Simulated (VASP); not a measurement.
# Ag (P6_3/mmc) in VASP: a series of runs

The runs below take Ag through single point, with LDA, PBEsol, PBE.

Program: VASP 6.6.1. These are calculated values, not measurements. Logs are shortened: lines on timing, memory, paths and dates and some standing lists are left out, and cuts for length are marked.

### 1 The cell of the first run

The structure is hexagonal, space group P6_3/mmc (No. 194). Conventional cell: a = 2.930 Å, b = 2.930 Å, c = 4.790 Å, α = 90.00°, β = 90.00°, γ = 120.00°. Within 3.9 Å of Ag (site symmetry -6m2) lie 12 Ag at 2.93 Å.

This isn't the form of Ag at room conditions, which is fcc.

### 2 Single point, LDA

INCAR reads:

```
PREC     = Accurate       # precision mode
ENCUT    = 520            # plane-wave cutoff, eV
EDIFF    = 1E-6           # SCF threshold, eV
ISMEAR   = -1             # smearing method
SIGMA    = 0.05           # smearing width, eV
LREAL    = F              # projectors in reciprocal space
LASPH    = T              # aspherical terms in the spheres
NELM     = 60             # most SCF steps
ALGO     = Normal         # electronic algorithm
ISIF     = 2              # what is computed and relaxed
LWAVE    = F              # write WAVECAR
LCHARG   = F              # write CHGCAR
NBANDS   = 18             # bands
```

KPOINTS reads:

```
regular mesh
0
Gamma
  14 14 8
```

POSCAR reads:

```
Ag
1.0
    2.9299980804      0.0000000000      0.0000000000
   -1.4649990402      2.5374527707      0.0000000000
    0.0000000000      0.0000000000      4.7900000000
Ag
2
Direct
    0.3333333333      0.6666666667      0.2500000000
    0.6666666667      0.3333333333      0.7500000000
```

Potentials or basis: VASP PAW LDA potentials, release 64 (Ag).

Started as:

```sh
> cat potpaw_LDA.64/Ag/POTCAR > POTCAR
> mpirun -np 1 vasp_std > vasp.out
```

OUTCAR:

```text
PREC = Accurate
   ENCUT = 520
   EDIFF = 1E-6
   ISMEAR = -1
   LREAL = F
   LASPH = T
   NELM = 60
   ISIF = 2

 ion  position               nearest neighbor table
   1  0.333  0.667  0.250-   2 2.93   2 2.93   2 2.93   2 2.93   2 2.93   2 2.93
   2  0.667  0.333  0.750-   1 2.93   1 2.93   1 2.93   1 2.93   1 2.93   1 2.93

  LATTYP: Found a hexagonal cell.
 ALAT       =     2.9299980804
 C/A-ratio  =     1.6348133577

  Lattice vectors:

 A1 = (   2.9299980804,   0.0000000000,   0.0000000000)
 A2 = (  -1.4649990402,   2.5374527707,   0.0000000000)
 A3 = (   0.0000000000,   0.0000000000,   4.7900000000)

Analysis of symmetry for initial positions (statically):
=====================================================================
 Subroutine PRICEL returns:
 Original cell was already a primitive cell.

 Routine SETGRP: Setting up the symmetry group for a
 hexagonal supercell.

 Subroutine GETGRP returns: Found 24 space group operations
 (whereof 12 operations were pure point group operations)
 out of a pool of 24 trial point group operations.

The static configuration has the point symmetry D_3d.
 The point group associated with its full space group is D_6h.

Analysis of symmetry for dynamics (positions and initial velocities):
=====================================================================
 Subroutine PRICEL returns:
 Original cell was already a primitive cell.

 Routine SETGRP: Setting up the symmetry group for a
 hexagonal supercell.

 Subroutine GETGRP returns: Found 24 space group operations
 (whereof 12 operations were pure point group operations)
 out of a pool of 24 trial point group operations.

The dynamic configuration has the point symmetry D_3d.
 The point group associated with its full space group is D_6h.

 Subroutine INISYM returns: Found 24 space group operations
 (whereof 12 operations are pure point group operations),
 and found     1 'primitive' translations

----------------------------------------------------------------------------------------

                                     Primitive cell

  volume of cell :      35.6124

  direct lattice vectors                    reciprocal lattice vectors
     2.929998080  0.000000000  0.000000000     0.341297152  0.197048003  0.000000000
    -1.464999040  2.537452771  0.000000000     0.000000000  0.394096005  0.000000000
     0.000000000  0.000000000  4.790000000     0.000000000  0.000000000  0.208768267
[... 81 lines left out ...]
   LASPH  =      T    aspherical Exc in radial PAW
   ENCUT  =  520.0 eV  38.22 Ry    6.18 a.u.   5.45  5.45  8.91*2*pi/ulx,y,z
   NELM   =     60;   NELMIN=  2; NELMDL= -5     # of ELM steps
   EDIFF  = 0.1E-05   stopping-criterion for ELM
   LREAL  =      F    real-space projection
   EDIFFG = 0.1E-04   stopping-criterion for IOM
   NSW    =      0    number of steps for IOM
   IBRION =     -1    ionic relax: 0-MD 1-quasi-New 2-CG
   NFREE  =      0    steps in history (QN), initial steepest desc. (CG)
   ISIF   =      2    stress and relaxation
   ISYM   =      2    0-nonsym 1-usesym 2-fastsym
   POTIM  = 0.5000    time-step for ionic-motion
   TEBEG  =    0.0;   TEEND  =   0.0 temperature during run
   PSTRESS=    0.0 pullay stress
   NELECT =      22.0000    total number of electrons
   NUPDOWN=      -1.0000    fix difference up-down
   EMIN   =  10.00;   EMAX   =-10.00  energy-range for DOS
   EFERMI =   0.00;   METHOD = LEGACY
   ISMEAR =    -1;   SIGMA  =   0.05  broadening in eV -4-tet -1-fermi 0-gaus
   EFERMI_NEDOS =   21; number of points for ismear=-14 and -15
   IALGO  =     38    algorithm
   IMIX   =      4    mixing-type and parameters
     AMIX     =   0.40;   BMIX     =  1.00
     AMIX_MAG =   1.60;   BMIX_MAG =  1.00
  volume/ion in A,a.u.               =      17.81       120.16
  Fermi-wavevector in a.u.,A,eV,Ry     =   1.394276  2.634800 26.449806  1.944006
  Thomas-Fermi vector in A             =   2.517841
   LORBIT       =      0    0 simple, 1 ext, 2 COOP (PROOUT), +10 PAW based schemes
   GGA     = CA    functional components
   LHFCALC =     F    Hartree Fock is set to
   AEXX    =    0.0000 exact exchange contribution
   IVDW    =     0    specifies the selected vdW correction
   LEPSILON=     F    determine dielectric tensor
   LRPA    =     F    only Hartree local field effects (RPA)
 non-spin polarized calculation
  energy-cutoff  :      520.00
  volume of cell :       35.61
 maximum number of plane-waves:       989
 NGX is ok and might be reduce to    24
   NGX = 11   NGY = 11   NGZ = 17

 number of electron      22.0000005 magnetization

 Free energy of the ion-electron system (eV)
  ---------------------------------------------------
  ext. energy  EPLUGINS =         0.00000000
  ---------------------------------------------------
  free energy    TOTEN  =        -7.42383566 eV

  energy without entropy =       -7.41989516  energy(sigma->0) =       -7.42186541

 E-fermi :   7.5096     XC(G=0): -12.3287

 val. band max:        7.4322648268   @ k =   0.0714   0.0714   0.1250
 cond. band min:       7.5180482701   @ k =   0.4286   0.0714   0.2500
 fundamental gap:      0.0857834434
 Fermi energy:         7.5096409945

 k-point     1 :       0.0000    0.0000    0.0000
  band No.  band energies     occupation
      1       0.0368      2.00000
      2       1.4211      2.00000
      3       2.9248      2.00000
      4       3.0239      2.00000
      5       3.0239      2.00000
      6       3.2456      2.00000
[... 481 lines left out ...]
      5       2.9101      2.00000
      6       3.0264      2.00000
[... 10 lines left out ...]
     17      17.8148      0.00000
     18      18.6906      0.00000

 [... further k-points ...]

------------------------ aborting loop because EDIFF is reached ----------------------------------------

  FORCE on cell =-STRESS in cart. coord.  units (eV):
  Direction    XX          YY          ZZ          XY          YZ          ZX
  --------------------------------------------------------------------------------------
  -------------------------------------------------------------------------------------
  Total       -2.2930958     -2.2930958     -2.3755643      0.0000000     -0.0000000      0.0000000
  in kB     -103.1649020   -103.1649020   -106.8751055      0.0000000     -0.0000000      0.0000000
  external PRESSURE =    -104.4016365 kB  Pullay stress =       0.0000000 kB

 VOLUME and BASIS-vectors are now :
 -----------------------------------------------------------------------------
  energy-cutoff  :      520.00
  volume of cell :       35.61
      direct lattice vectors                 reciprocal lattice vectors
     2.929998080  0.000000000  0.000000000     0.341297152  0.197048003  0.000000000
    -1.464999040  2.537452771  0.000000000     0.000000000  0.394096005  0.000000000
     0.000000000  0.000000000  4.790000000     0.000000000  0.000000000  0.208768267

 POSITION                                       TOTAL-FORCE (eV/Angst)
 -----------------------------------------------------------------------------------
     -0.00000      1.69164      1.19750         0.000000      0.000000      0.000000
      1.46500      0.84582      3.59250        -0.000000     -0.000000      0.000000
 -----------------------------------------------------------------------------------
    total drift:                               -0.000000      0.000000     -0.000000

  FREE ENERGIE OF THE ION-ELECTRON SYSTEM (eV)
  ---------------------------------------------------
  free  energy   TOTEN  =        -7.4238356619 eV

  energy  without entropy=       -7.4198951594  energy(sigma->0) =       -7.42186541
```

stdout:

```text
POSCAR found type information on POSCAR Ag
 POSCAR found :  1 types and       2 ions
 scaLAPACK will be used
 LDA part: xc-table for (Slater(with rela. corr.)+CA(PZ))
 , standard interpolation
 POSCAR, INCAR and KPOINTS ok, starting setup
 FFT: planning ... GRIDC
 FFT: planning ... GRID_SOFT
 FFT: planning ... GRID
 WAVECAR not read
 entering main loop
```

Run time: 66 s. Hardware: 1 thread of Intel Xeon 8259CL, shared host; peak memory 0.18 GiB.

What came out:

- Free energy: -7.4238 eV
- Pressure: -10.4 GPa
- Band gap on the k mesh: zero (bands 11 and 12 overlap by 6.87 eV)

Levels at points of the mesh, in eV from the Fermi level:
```csv
k point,band 8,band 9,band 10,band 11,band 12,band 13,band 14,band 15
"(0.00, 0.00, 0.00)",-3.93,-3.93,-2.98,-2.98,-0.28,3.35,15.61,17.41
"(0.50, 0.00, 0.00)",-2.85,-2.80,-2.72,0.15,1.47,6.65,6.95,8.95
"(0.00, 0.00, 0.50)",-4.34,-3.28,-3.28,-3.28,-3.28,10.81,10.81,15.92
"(0.50, 0.00, 0.50)",-3.02,-2.77,-2.77,0.82,0.82,4.35,4.35,13.22
```

Caveat: the cell stands under tension.

### 3 Single point, PBEsol

INCAR reads:

```
SYSTEM = Ag
  PREC = Accurate
  ENCUT = 520
  EDIFF = 1E-6
  ISMEAR = -1
  SIGMA = 0.05
  LREAL = .FALSE.
  LASPH = .TRUE.
  NELM = 80
  ALGO = Normal
  ISIF = 2
  LWAVE = .FALSE.
  LCHARG = .TRUE.
  GGA = PS
  LELF = .TRUE.
  LVHAR = .TRUE.
  NBANDS = 18
```

KPOINTS reads:

```
regular mesh
0
G
  14 14 8
  0 0 0
```

POSCAR is that of step 2.

Potentials or basis: VASP PAW PBE potentials, release 64 (Ag).

Started as:

```sh
> cat potpaw_PBE.64/Ag/POTCAR > POTCAR
> mpirun -np 1 vasp_std > vasp.out
```

OUTCAR:

```text
SYSTEM = Ag
   PREC = Accurate
   ENCUT = 520
   EDIFF = 1E-6
   ISMEAR = -1
   LREAL = .FALSE.
   LASPH = .TRUE.
   NELM = 80
   ISIF = 2
   GGA = PS

 ion  position               nearest neighbor table
   1  0.333  0.667  0.250-   2 2.93   2 2.93   2 2.93   2 2.93   2 2.93   2 2.93
   2  0.667  0.333  0.750-   1 2.93   1 2.93   1 2.93   1 2.93   1 2.93   1 2.93

  LATTYP: Found a hexagonal cell.
 ALAT       =     2.9299980804
 C/A-ratio  =     1.6348133577

  Lattice vectors:

 A1 = (   2.9299980804,   0.0000000000,   0.0000000000)
 A2 = (  -1.4649990402,   2.5374527707,   0.0000000000)
 A3 = (   0.0000000000,   0.0000000000,   4.7900000000)

Analysis of symmetry for initial positions (statically):
=====================================================================
 Subroutine PRICEL returns:
 Original cell was already a primitive cell.

 Routine SETGRP: Setting up the symmetry group for a
 hexagonal supercell.

 Subroutine GETGRP returns: Found 24 space group operations
 (whereof 12 operations were pure point group operations)
 out of a pool of 24 trial point group operations.

The static configuration has the point symmetry D_3d.
[... 162 lines left out ...]

 E-fermi :   7.5918     XC(G=0): -12.1534

 val. band max:        7.5117436333   @ k =   0.0714   0.0714   0.1250
 cond. band min:       7.5989292452   @ k =   0.4286   0.0714   0.2500
 fundamental gap:      0.0871856119
 Fermi energy:         7.5918465955

 k-point     1 :       0.0000    0.0000    0.0000
  band No.  band energies     occupation
      1       0.1289      2.00000
      2       1.5194      2.00000
      3       3.0207      2.00000
      4       3.1178      2.00000
      5       3.1178      2.00000
      6       3.3391      2.00000
[... 481 lines left out ...]
      5       3.0017      2.00000
      6       3.1173      2.00000
[... 10 lines left out ...]
     17      17.8983      0.00000
     18      18.8276      0.00000

 [... further k-points ...]

------------------------ aborting loop because EDIFF is reached ----------------------------------------

  FORCE on cell =-STRESS in cart. coord.  units (eV):
  Direction    XX          YY          ZZ          XY          YZ          ZX
  --------------------------------------------------------------------------------------
  -------------------------------------------------------------------------------------
  Total       -1.3904013     -1.3904013     -1.4767813      0.0000000      0.0000000      0.0000000
  in kB      -62.5532591    -62.5532591    -66.4394376      0.0000000      0.0000000      0.0000000
  external PRESSURE =     -63.8486519 kB  Pullay stress =       0.0000000 kB

 VOLUME and BASIS-vectors are now :
 -----------------------------------------------------------------------------
  energy-cutoff  :      520.00
  volume of cell :       35.61
      direct lattice vectors                 reciprocal lattice vectors
     2.929998080  0.000000000  0.000000000     0.341297152  0.197048003  0.000000000
    -1.464999040  2.537452771  0.000000000     0.000000000  0.394096005  0.000000000
     0.000000000  0.000000000  4.790000000     0.000000000  0.000000000  0.208768267

 POSITION                                       TOTAL-FORCE (eV/Angst)
 -----------------------------------------------------------------------------------
     -0.00000      1.69164      1.19750        -0.000000     -0.000000      0.000000
      1.46500      0.84582      3.59250         0.000000      0.000000      0.000000
 -----------------------------------------------------------------------------------
    total drift:                               -0.000000      0.000000     -0.000000

  FREE ENERGIE OF THE ION-ELECTRON SYSTEM (eV)
  ---------------------------------------------------
  free  energy   TOTEN  =        -6.5584329051 eV

  energy  without entropy=       -6.5545025147  energy(sigma->0) =       -6.55646771
```

OSZICAR:

```text
N       E                     dE             d eps       ncg     rms          rms(c)
DAV:   1     0.123196267710E+03    0.12320E+03   -0.11636E+04  4328   0.121E+03
DAV:   2    -0.517180128025E+01   -0.12837E+03   -0.12174E+03  4466   0.265E+02
DAV:   3    -0.721168042489E+01   -0.20399E+01   -0.20334E+01  5128   0.376E+01
DAV:   4    -0.721760670387E+01   -0.59263E-02   -0.59258E-02  4738   0.200E+00
DAV:   5    -0.721765507933E+01   -0.48375E-04   -0.48376E-04  4746   0.194E-01    0.706E+00
DAV:   6    -0.658054880673E+01    0.63711E+00   -0.16478E+00  4476   0.137E+01    0.432E+00
DAV:   7    -0.656539052112E+01    0.15158E-01   -0.14522E-02  4668   0.108E+00    0.250E+00
DAV:   8    -0.655841317173E+01    0.69773E-02   -0.83977E-04  4506   0.262E-01    0.104E-01
DAV:   9    -0.655842777719E+01   -0.14605E-04   -0.20212E-05  5030   0.327E-02    0.229E-02
DAV:  10    -0.655843293001E+01   -0.51528E-05   -0.33049E-06  4616   0.181E-02    0.206E-03
DAV:  11    -0.655843290512E+01    0.24893E-07   -0.10034E-07  2320   0.278E-03
   1 F= -.65584329E+01 E0= -.65564677E+01  d E =-.393039E-02
```

stdout:

```text
POSCAR found type information on POSCAR Ag
 POSCAR found :  1 types and       2 ions
 scaLAPACK will be used
 -----------------------------------------------------------------------------
|                                                                             |
|                                                                             |
|     You enforced a specific xc type in the INCAR file but a different       |
|     I HOPE YOU KNOW WHAT YOU ARE DOING!                                     |
|                                                                             |
 -----------------------------------------------------------------------------

 LDA part: xc-table for (Slater+PW92), standard interpolation
 POSCAR, INCAR and KPOINTS ok, starting setup
 FFT: planning ... GRIDC
 FFT: planning ... GRID_SOFT
 FFT: planning ... GRID
 WAVECAR not read
 entering main loop
```

It took 76 s on 1 thread of Intel Xeon 8259CL, shared host; peak memory 0.2 GiB.

Results:

| Property | Result |
| --- | --- |
| Free energy | -6.5584 eV |
| Pressure | -6.4 GPa |
| Band gap on the k mesh | zero (bands 11 and 12 overlap by 6.87 eV) |

Stress tensor (GPa, compression positive):
```
-6.26  0.00  0.00
 0.00 -6.26  0.00
 0.00  0.00 -6.64
```

Levels at points of the mesh, in eV from the Fermi level:
```
           k point  band 8  band 9  band 10  band 11  band 12  band 13  band 14  band 15
(0.00, 0.00, 0.00)   -3.92   -3.92    -2.98    -2.98    -0.30     3.38    15.55    17.40
(0.50, 0.00, 0.00)   -2.85   -2.80    -2.72     0.15     1.48     6.69     6.97     9.02
(0.00, 0.00, 0.50)   -4.33   -3.27    -3.27    -3.27    -3.27    10.82    10.82    15.89
(0.50, 0.00, 0.50)   -3.02   -2.77    -2.77     0.81     0.81     4.38     4.38    13.28
```

Caveat: the cell stands under tension; the PAW data sets were made with another functional, which shifts forces and pressure a little.

### 4 Single point, PBE

INCAR reads:

```
SYSTEM = Ag
PREC     = Accurate       ! precision mode
ENCUT    = 520            ! plane-wave cutoff, eV
EDIFF    = 1E-6           ! SCF threshold, eV
ISMEAR   = -1             ! smearing method
SIGMA    = 0.05           ! smearing width, eV
LREAL    = .False.        ! projectors in reciprocal space
LASPH    = .True.         ! aspherical terms in the spheres
NELM     = 80             ! most SCF steps
ALGO     = Normal         ! electronic algorithm
ISIF     = 2              ! what is computed and relaxed
LWAVE    = .False.        ! write WAVECAR
LCHARG   = .False.        ! write CHGCAR
GGA      = PE             ! functional
NBANDS   = 18             ! bands
```

KPOINTS reads:

```
Automatic mesh
0
Gamma
  14 14 8
  0 0 0
```

POSCAR is that of step 3.

Started as:

```sh
> cat potpaw_PBE.64/Ag/POTCAR > POTCAR
> mpirun -np 1 vasp_std > vasp.out
```

Run time: 61 s. Hardware: 1 thread of Intel Xeon 8259CL, shared host; peak memory 0.2 GiB.

The run converged. Its results:

- Free energy: -5.4284 eV
- Pressure: 0.4 GPa
- Band gap on the k mesh: zero (bands 11 and 12 overlap by 6.96 eV)

Stress tensor (GPa, compression positive):
```
0.49 0.00 0.00
0.00 0.49 0.00
0.00 0.00 0.08
```

Levels at points of the mesh, in eV from the Fermi level:
| k point | band 7 | band 8 | band 9 | band 10 | band 11 | band 12 | band 13 | band 14 | band 15 | band 16 |
| --- | --- | --- | --- | --- | --- | --- | --- | --- | --- | --- |
| (0.00, 0.00, 0.00) | -4.33 | -4.00 | -4.00 | -3.06 | -3.06 | -0.27 | 3.37 | 15.56 | 17.41 | 17.70 |
| (0.50, 0.00, 0.00) | -3.69 | -2.94 | -2.89 | -2.81 | 0.14 | 1.47 | 6.72 | 6.98 | 9.03 | 10.14 |
| (0.00, 0.00, 0.50) | -4.37 | -4.37 | -3.35 | -3.35 | -3.35 | -3.35 | 10.82 | 10.82 | 15.90 | 15.90 |
| (0.50, 0.00, 0.50) | -3.10 | -3.10 | -2.86 | -2.86 | 0.84 | 0.84 | 4.37 | 4.37 | 13.30 | 13.30 |

### 5 Overview

| level | potentials or basis | gap on the mesh (eV) | pressure (GPa) |
| --- | --- | --- | --- |
| LDA | VASP PAW LDA potentials, release 64 (Ag) | none | -10.4 |
| PBEsol | VASP PAW PBE potentials, release 64 (Ag) | none | -6.4 |
| PBE | VASP PAW PBE potentials, release 64 (Ag) | none | 0.4 |

Alike in all rows: task single point; no spin polarisation; cell as given; k mesh 14 × 14 × 8; cutoff (eV) 520; smearing fermi-dirac 0.05 eV.

Caveats: the cell stands under tension (at least some runs); the PAW data sets were made with another functional, which shifts forces and pressure a little (at least some runs).

Absolute energies hang on the potentials; compare differences alone.
